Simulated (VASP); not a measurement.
# MoS2 (P6_3/mmc) in VASP: further runs

Runs on MoS2. Level: PBEsol. Tasks: single point.

Everything below comes from runs of VASP 6.6.1. Logs are shortened: lines on timing, memory, paths and dates and some standing lists are left out, and cuts for length are marked.

## Step 1: The cell of the first run

It takes space group P6_3/mmc (No. 194, hexagonal). Conventional cell: a = 3.189 Å, b = 3.189 Å, c = 11.030 Å, α = 90.00°, β = 90.00°, γ = 120.00°. Mo (site symmetry -6m2) has 6 S at 2.29 Å within 3.0 Å. S (site symmetry 3m) has 3 Mo at 2.29 Å and 1 S at 2.74 Å within 3.0 Å.

## Step 2: Single point, PBEsol (volume 16.188 Å^3 an atom, c/a of the conventional cell 3.4591)

Contents of INCAR:

```
PREC = Accurate
ENCUT = 520
EDIFF = 1E-6
ISMEAR = 1
SIGMA = 0.2
LREAL = False
LASPH = True
NELM = 60
ALGO = Normal
ISIF = 2
LWAVE = False
LCHARG = True
GGA = PS
LELF = True
LVHAR = True
NBANDS = 35
```

Contents of KPOINTS:

```
Automatic mesh
0
Gamma
  12 12 4
```

Contents of POSCAR:

```
MoS2
1.0
    3.1887237688      0.0000000000      0.0000000000
   -1.5943618844      2.7615157894      0.0000000000
    0.0000000000      0.0000000000     11.0301143888
Mo S
2 4
Direct
    0.3333333333      0.6666666667      0.2500000000
    0.6666666667      0.3333333333      0.7500000000
    0.3333333333      0.6666666667      0.6259932117
    0.6666666667      0.3333333333      0.1259932117
    0.3333333333      0.6666666667      0.8740067883
    0.6666666667      0.3333333333      0.3740067883
```

Potentials or basis: VASP PAW PBE potentials, release 64 (Mo_sv, S).

Command:

```sh
$ cat potpaw_PBE.64/Mo_sv/POTCAR potpaw_PBE.64/S/POTCAR > POTCAR
$ mpirun -np 1 vasp_std > vasp.out
```

OUTCAR:

```text
PREC = Accurate
   ENCUT = 520
   EDIFF = 1E-6
   ISMEAR = 1
   LREAL = False
   LASPH = True
   NELM = 60
   ISIF = 2
   GGA = PS

 ion  position               nearest neighbor table
   1  0.333  0.667  0.250-   4 2.29   6 2.29   4 2.29   6 2.29   4 2.29   6 2.29
   2  0.667  0.333  0.750-   3 2.29   5 2.29   3 2.29   5 2.29   3 2.29   5 2.29
   3  0.333  0.667  0.626-   2 2.29   2 2.29   2 2.29   5 2.74
   4  0.667  0.333  0.126-   1 2.29   1 2.29   1 2.29   6 2.74
   5  0.333  0.667  0.874-   2 2.29   2 2.29   2 2.29   3 2.74
   6  0.667  0.333  0.374-   1 2.29   1 2.29   1 2.29   4 2.74

  LATTYP: Found a hexagonal cell.
 ALAT       =     3.1887237688
 C/A-ratio  =     3.4591000000

  Lattice vectors:

 A1 = (   3.1887237688,   0.0000000000,   0.0000000000)
 A2 = (  -1.5943618844,   2.7615157894,   0.0000000000)
 A3 = (   0.0000000000,   0.0000000000,  11.0301143888)

Analysis of symmetry for initial positions (statically):
=====================================================================
 Subroutine PRICEL returns:
 Original cell was already a primitive cell.

 Routine SETGRP: Setting up the symmetry group for a
 hexagonal supercell.

 Subroutine GETGRP returns: Found 24 space group operations
 (whereof 12 operations were pure point group operations)
 out of a pool of 24 trial point group operations.

The static configuration has the point symmetry D_3d.
 The point group associated with its full space group is D_6h.

Analysis of symmetry for dynamics (positions and initial velocities):
=====================================================================
 Subroutine PRICEL returns:
 Original cell was already a primitive cell.

 Routine SETGRP: Setting up the symmetry group for a
 hexagonal supercell.

 Subroutine GETGRP returns: Found 24 space group operations
 (whereof 12 operations were pure point group operations)
 out of a pool of 24 trial point group operations.

The dynamic configuration has the point symmetry D_3d.
 The point group associated with its full space group is D_6h.

 Subroutine INISYM returns: Found 24 space group operations
 (whereof 12 operations are pure point group operations),
 and found     1 'primitive' translations

----------------------------------------------------------------------------------------

                                     Primitive cell

  volume of cell :      97.1280

  direct lattice vectors                    reciprocal lattice vectors
     3.188723769  0.000000000  0.000000000     0.313605089  0.181059982  0.000000000
    -1.594361884  2.761515789  0.000000000     0.000000000  0.362119965  0.000000000
     0.000000000  0.000000000 11.030114389     0.000000000  0.000000000  0.090660891

  length of vectors
     3.188723769  3.188723769 11.030114389     0.362119965  0.362119965  0.090660891

  position of ions in fractional coordinates (direct lattice)
     0.333333333  0.666666667  0.250000000
     0.666666667  0.333333333  0.750000000
     0.333333333  0.666666667  0.625993212
     0.666666667  0.333333333  0.125993212
     0.333333333  0.666666667  0.874006788
     0.666666667  0.333333333  0.374006788

  ion indices of the primitive-cell ions
   primitive index   ion index
                 1           1
                 2           2
                 3           3
                 4           4
                 5           5
                 6           6

----------------------------------------------------------------------------------------

 KPOINTS: Automatic mesh

Automatic generation of k-mesh.
 Grid dimensions read from file:
 generate k-points for:   12   12    4

 Generating k-lattice:

  Cartesian coordinates                     Fractional coordinates (reciprocal lattice)
     0.026133757  0.015088332  0.000000000     0.083333333 -0.000000000  0.000000000
     0.000000000  0.030176664  0.000000000     0.000000000  0.083333333  0.000000000
     0.000000000  0.000000000  0.022665223     0.000000000  0.000000000  0.250000000

  Length of vectors
     0.030176664  0.030176664  0.022665223

[... 53 lines left out ...]
      5     -26.7461      2.00000
      6     -26.7461      2.00000
[... 27 lines left out ...]
     34      11.8671     -0.00000
     35      13.5775      0.00000

 k-point     2 :       0.0833    0.0000    0.0000
  band No.  band energies     occupation
      1     -52.6416      2.00000
      2     -52.6415      2.00000
      3     -26.8575      2.00000
      4     -26.8570      2.00000
      5     -26.7763      2.00000
      6     -26.7763      2.00000
[... 27 lines left out ...]
     34      11.7252     -0.00000
     35      14.0449      0.00000

 k-point     3 :       0.1667    0.0000    0.0000
  band No.  band energies     occupation
      1     -52.6339      2.00000
      2     -52.6339      2.00000
      3     -26.8580      2.00000
      4     -26.8580      2.00000
      5     -26.8409      2.00000
      6     -26.8405      2.00000
[... 27 lines left out ...]
     34      11.7074     -0.00000
     35      15.2251      0.00000

 k-point     4 :       0.2500   -0.0000    0.0000
  band No.  band energies     occupation
      1     -52.6234      2.00000
      2     -52.6234      2.00000
      3     -26.9678      2.00000
      4     -26.9678      2.00000
      5     -26.8182      2.00000
      6     -26.8179      2.00000
[... 27 lines left out ...]
     34      12.4349     -0.00000
     35      16.3383      0.00000

 k-point     5 :       0.3333    0.0000    0.0000
  band No.  band energies     occupation
      1     -52.6129      2.00000
      2     -52.6129      2.00000
      3     -27.0757      2.00000
      4     -27.0757      2.00000
      5     -26.8197      2.00000
      6     -26.8197      2.00000
[... 638 lines left out ...]
 k-point    22 :       0.1667    0.0000    0.2500
  band No.  band energies     occupation
      1     -52.6339      2.00000
      2     -52.6339      2.00000
      3     -26.8580      2.00000
      4     -26.8580      2.00000
      5     -26.8409      2.00000
      6     -26.8406      2.00000
[... 27 lines left out ...]
     34      11.6989     -0.00000
     35      15.2491      0.00000

 k-point    23 :       0.2500   -0.0000    0.2500
  band No.  band energies     occupation
      1     -52.6234      2.00000
      2     -52.6234      2.00000
      3     -26.9678      2.00000
      4     -26.9678      2.00000
      5     -26.8182      2.00000
      6     -26.8179      2.00000
[... 27 lines left out ...]
     34      12.3952     -0.00000
     35      16.2219      0.00000

 k-point    24 :       0.3333    0.0000    0.2500
  band No.  band energies     occupation
      1     -52.6129      2.00000
      2     -52.6129      2.00000
      3     -27.0757      2.00000
      4     -27.0757      2.00000
      5     -26.8197      2.00000
      6     -26.8197      2.00000
[... 27 lines left out ...]
     34      12.9836     -0.00000
     35      15.3379      0.00000

 [... further k-points ...]
[... 5 lines left out ...]
  --------------------------------------------------------------------------------------
  -------------------------------------------------------------------------------------
  Total        7.1858949      7.1858949     23.7303136      0.0000000     -0.0000000      0.0000000
  in kB      118.5351078    118.5351078    391.4439757      0.0000000     -0.0000000      0.0000000
  external PRESSURE =     209.5047304 kB  Pullay stress =       0.0000000 kB

 VOLUME and BASIS-vectors are now :
 -----------------------------------------------------------------------------
  energy-cutoff  :      520.00
  volume of cell :       97.13
      direct lattice vectors                 reciprocal lattice vectors
     3.188723769  0.000000000  0.000000000     0.313605089  0.181059982  0.000000000
    -1.594361884  2.761515789  0.000000000     0.000000000  0.362119965  0.000000000
     0.000000000  0.000000000 11.030114389     0.000000000  0.000000000  0.090660891

 POSITION                                       TOTAL-FORCE (eV/Angst)
 -----------------------------------------------------------------------------------
     -0.00000      1.84101      2.75753         0.000000      0.000000      0.000000
      1.59436      0.92051      8.27259        -0.000000     -0.000000      0.000000
     -0.00000      1.84101      6.90478         0.000000      0.000000     -3.834524
      1.59436      0.92051      1.38972        -0.000000      0.000000     -3.834524
     -0.00000      1.84101      9.64039         0.000000      0.000000      3.834524
      1.59436      0.92051      4.12534        -0.000000     -0.000000      3.834524
 -----------------------------------------------------------------------------------
    total drift:                               -0.000000      0.000000     -0.000000

  FREE ENERGIE OF THE ION-ELECTRON SYSTEM (eV)
  ---------------------------------------------------
  free  energy   TOTEN  =       -45.4277152497 eV

  energy  without entropy=      -45.4243738531  energy(sigma->0) =      -45.42660145
```

It took 2.5 min on 1 thread of Intel Xeon Platinum 8488C (Sapphire Rapids), shared host; peak memory 0.29 GiB.

Results:

- Free energy: -45.4277 eV
- Pressure: 21.0 GPa
- Largest force: 3.835 eV/Å
- Band gap on the k mesh: zero (band 26 reaches 9.73 eV, above the bottom of band 27 at 8.91 eV)

Forces in eV/Å, atoms in the order of the input:
```
Mo   0.000  0.000  0.000
Mo   0.000  0.000  0.000
S    0.000  0.000 -3.835
S    0.000  0.000 -3.835
S    0.000  0.000  3.835
S    0.000  0.000  3.835
```

Levels at points of the mesh, in eV from the Fermi level:
| k point | band 23 | band 24 | band 25 | band 26 | band 27 | band 28 | band 29 | band 30 |
| --- | --- | --- | --- | --- | --- | --- | --- | --- |
| (0.00, 0.00, 0.00) | -3.51 | -0.85 | -0.38 | 0.51 | 1.60 | 1.60 | 1.62 | 1.62 |
| (0.50, 0.00, 0.00) | -2.72 | -2.28 | -2.18 | -1.68 | 0.74 | 0.86 | 1.32 | 1.43 |
| (0.00, 0.00, 0.50) | -2.37 | -2.37 | 0.32 | 0.32 | 1.60 | 1.60 | 1.60 | 1.60 |
| (0.50, 0.00, 0.50) | -2.61 | -2.61 | -1.83 | -1.83 | 0.80 | 0.80 | 1.38 | 1.38 |

Caveat: the PAW data sets were made with another functional, which shifts forces and pressure a little.

## Step 3: Single point, PBEsol (volume 17.908 Å^3 an atom, c/a of the conventional cell 4.7998)

Contents of INCAR:

```
PREC = Accurate
ENCUT = 520
EDIFF = 1E-6
ISMEAR = 1
SIGMA = 0.113
LREAL = F
LASPH = T
NELM = 60
ALGO = Normal
ISIF = 2
LWAVE = F
LCHARG = F
GGA = PS
NBANDS = 35
```

Contents of KPOINTS:

```
regular mesh
0
Gamma
  12 12 4
```

Edit POSCAR of step 2 so:

```diff
@@ -2,5 +2,5 @@
 1.0
-    3.1887237688      0.0000000000      0.0000000000
-   -1.5943618844      2.7615157894      0.0000000000
-    0.0000000000      0.0000000000     11.0301143888
+    2.9567312971      0.0000000000      0.0000000000
+   -1.4783656486      2.5606044154      0.0000000000
+    0.0000000000      0.0000000000     14.1917188797
 Mo S
```

Potentials or basis: VASP PAW PBE potentials, release 64 (Mo_sv, S).

Command:

```sh
$ cat potpaw_PBE.64/Mo_sv/POTCAR potpaw_PBE.64/S/POTCAR > POTCAR
$ mpirun -np 1 vasp_std > vasp.out
```

Run time: 78 s. Hardware: 1 thread of Intel Xeon 6975P-C (Granite Rapids), shared host; peak memory 0.34 GiB.

The run converged. Its results:

| Quantity | Value |
| --- | --- |
| Free energy | -45.5471 eV |
| Pressure | -0.8 GPa |
| Largest force | 2.176 eV/Å |
| Band gap on the k mesh | 0.78 eV, indirect (least direct gap 1.28 eV) |

Forces on the atoms (eV/Å):
```
Mo   0.000  0.000  0.000
Mo   0.000  0.000  0.000
S    0.000  0.000  2.176
S    0.000  0.000  2.176
S    0.000  0.000 -2.176
S    0.000  0.000 -2.176
```

Stress tensor (GPa, compression positive):
```
 10.53   0.00   0.00
  0.00  10.53   0.00
  0.00   0.00 -23.57
```

Levels at points of the mesh, in eV from the valence-band top:
```tsv
k point	band 23	band 24	band 25	band 26	band 27	band 28	band 29	band 30
(0.00, 0.00, 0.00)	-0.30	-0.30	-0.29	-0.29	3.15	3.15	3.18	3.18
(0.50, 0.00, 0.00)	-1.02	-0.92	-0.11	-0.05	2.62	2.93	3.20	3.29
(0.00, 0.00, 0.50)	-0.29	-0.29	-0.29	-0.29	3.16	3.16	3.16	3.16
(0.50, 0.00, 0.50)	-0.97	-0.97	-0.08	-0.08	2.77	2.77	3.29	3.29
```

Caveat: the PAW data sets were made with another functional, which shifts forces and pressure a little; this functional lacks dispersion, which binds the layers, so the pressure and a relaxed spacing across them are unreliable. A k mesh can miss the band edges.

## Step 4: Single point, PBEsol (volume 17.908 Å^3 an atom, c/a of the conventional cell 4.4628)

Contents of INCAR:

```
SYSTEM = MoS2
ALGO     = Normal         ! electronic algorithm
EDIFF    = 1E-6           ! SCF threshold, eV
ENCUT    = 520            ! plane-wave cutoff, eV
GGA      = PS             ! functional
ISIF     = 2              ! what is computed and relaxed
ISMEAR   = 1              ! smearing method
LASPH    = .TRUE.         ! aspherical terms in the spheres
LCHARG   = .FALSE.        ! write CHGCAR
LREAL    = .FALSE.        ! projectors in reciprocal space
LWAVE    = .FALSE.        ! write WAVECAR
NBANDS   = 35             ! bands
NELM     = 80             ! most SCF steps
PREC     = Accurate       ! precision mode
SIGMA    = 0.152          ! smearing width, eV
```

Contents of KPOINTS:

```
k-points
0
G
  12 12 4
  0 0 0
```

Edit POSCAR of step 3 so:

```diff
@@ -2,5 +2,5 @@
 1.0
-    2.9567312971      0.0000000000      0.0000000000
-   -1.4783656486      2.5606044154      0.0000000000
-    0.0000000000      0.0000000000     14.1917188797
+    3.0293568194      0.0000000000      0.0000000000
+   -1.5146784097      2.6234999627      0.0000000000
+    0.0000000000      0.0000000000     13.5194136138
 Mo S
```

Command:

```sh
$ cat potpaw_PBE.64/Mo_sv/POTCAR potpaw_PBE.64/S/POTCAR > POTCAR
$ mpirun -np 1 vasp_std > vasp.out
```

Run time: 86 s. Hardware: 1 thread of Intel Xeon 6975P-C (Granite Rapids), shared host; peak memory 0.33 GiB.

The run converged. Its results:

```
Free energy            : -46.4251 eV
Pressure               : -0.8 GPa
Largest force          : 1.350 eV/Å
Band gap on the k mesh : 1.05 eV, indirect (least direct gap 1.80 eV)
```

Forces on the atoms (eV/Å):
```
Mo   0.000  0.000  0.000
Mo   0.000  0.000  0.000
S    0.000  0.000  1.350
S    0.000  0.000  1.350
S    0.000  0.000 -1.350
S    0.000  0.000 -1.350
```

Stress tensor (GPa, compression positive):
```
  5.87   0.00   0.00
  0.00   5.87   0.00
  0.00   0.00 -14.08
```

Levels at points of the mesh, in eV from the valence-band top:
```tsv
k point	band 22	band 23	band 24	band 25	band 26	band 27	band 28	band 29	band 30	band 31
(0.00, 0.00, 0.00)	-0.89	-0.89	-0.87	-0.87	-0.41	3.02	3.02	3.05	3.05	3.07
(0.50, 0.00, 0.00)	-2.50	-0.94	-0.88	-0.52	-0.43	2.70	2.84	2.85	3.04	3.33
(0.00, 0.00, 0.50)	-0.88	-0.88	-0.88	-0.70	-0.70	3.04	3.04	3.04	3.04	3.07
(0.50, 0.00, 0.50)	-2.56	-0.91	-0.91	-0.47	-0.47	2.84	2.84	2.87	2.87	3.64
```

Caveat: the PAW data sets were made with another functional, which shifts forces and pressure a little; this functional lacks dispersion, which binds the layers, so the pressure and a relaxed spacing across them are unreliable. A k mesh can miss the band edges.

## Step 5: Single point, PBEsol (volume 17.908 Å^3 an atom, c/a of the conventional cell 4.1495)

Contents of INCAR:

```
PREC = Accurate ; ENCUT = 520
EDIFF = 1E-7 ; ISMEAR = 1
SIGMA = 0.169 ; LREAL = False
LASPH = True ; NELM = 60
ALGO = Normal ; ISIF = 2
LWAVE = False ; LCHARG = False
GGA = PS ; NBANDS = 35
```

Contents of KPOINTS:

```
Automatic mesh
0
Gamma
  12 12 4
```

Edit POSCAR of step 4 so:

```diff
@@ -2,5 +2,5 @@
 1.0
-    3.0293568194      0.0000000000      0.0000000000
-   -1.5146784097      2.6234999627      0.0000000000
-    0.0000000000      0.0000000000     13.5194136138
+    3.1037565507      0.0000000000      0.0000000000
+   -1.5518782754      2.6879320200      0.0000000000
+    0.0000000000      0.0000000000     12.8790378070
 Mo S
```

Command:

```sh
$ cat potpaw_PBE.64/Mo_sv/POTCAR potpaw_PBE.64/S/POTCAR > POTCAR
$ mpirun -np 1 vasp_std > vasp.out
```

It took 74 s on 1 thread of Intel Xeon 6975P-C (Granite Rapids), shared host; peak memory 0.33 GiB.

It converged, with:

```
Free energy            : -46.8532 eV
Pressure               : -0.3 GPa
Largest force          : 0.459 eV/Å
Band gap on the k mesh : 1.14 eV, indirect (least direct gap 1.94 eV)
```

Forces in eV/Å, atoms in the order of the input:
```
Mo   0.000  0.000  0.000
Mo   0.000  0.000  0.000
S    0.000  0.000  0.459
S    0.000  0.000  0.459
S    0.000  0.000 -0.459
S    0.000  0.000 -0.459
```

Stress tensor (GPa, compression positive):
```
 1.83  0.00  0.00
 0.00  1.83  0.00
 0.00  0.00 -4.66
```

Levels at points of the mesh, in eV from the valence-band top:
```tsv
k point	band 24	band 25	band 26	band 27	band 28	band 29
(0.00, 0.00, 0.00)	-1.34	-1.09	0.00	2.65	2.65	2.67
(0.50, 0.00, 0.00)	-1.04	-1.01	-0.96	2.26	2.28	2.52
(0.00, 0.00, 0.50)	-1.56	-0.30	-0.30	2.66	2.66	2.66
(0.50, 0.00, 0.50)	-1.03	-1.03	-1.03	2.27	2.27	2.67
```

Caveat: the PAW data sets were made with another functional, which shifts forces and pressure a little; this functional lacks dispersion, which binds the layers, so the pressure and a relaxed spacing across them are unreliable. A k mesh can miss the band edges.

## Step 6: Overview

```csv
cell,smearing,gap on the mesh (eV),pressure (GPa),largest force (eV/Å)
"a = 3.189, b = 3.189, c = 11.030 Å, angles 90.0, 90.0, 120.0°, 6 atoms",methfessel-paxton 0.2 eV,none,21.0,3.83
"a = 2.957, b = 2.957, c = 14.192 Å, angles 90.0, 90.0, 120.0°, 6 atoms",methfessel-paxton 0.113 eV,0.78,-0.8,2.18
"a = 3.029, b = 3.029, c = 13.519 Å, angles 90.0, 90.0, 120.0°, 6 atoms",methfessel-paxton 0.152 eV,1.05,-0.8,1.35
"a = 3.104, b = 3.104, c = 12.879 Å, angles 90.0, 90.0, 120.0°, 6 atoms",methfessel-paxton 0.169 eV,1.14,-0.3,0.46
```

Alike in all rows: task single point; level PBEsol; potentials or basis VASP PAW PBE potentials, release 64 (Mo_sv, S); no spin polarisation; k mesh 12 × 12 × 4; cutoff (eV) 520.

Caveats: the PAW data sets were made with another functional, which shifts forces and pressure a little; this functional lacks dispersion, which binds the layers, so the pressure and a relaxed spacing across them are unreliable (some runs).

Absolute energies hang on the potentials; compare differences alone.
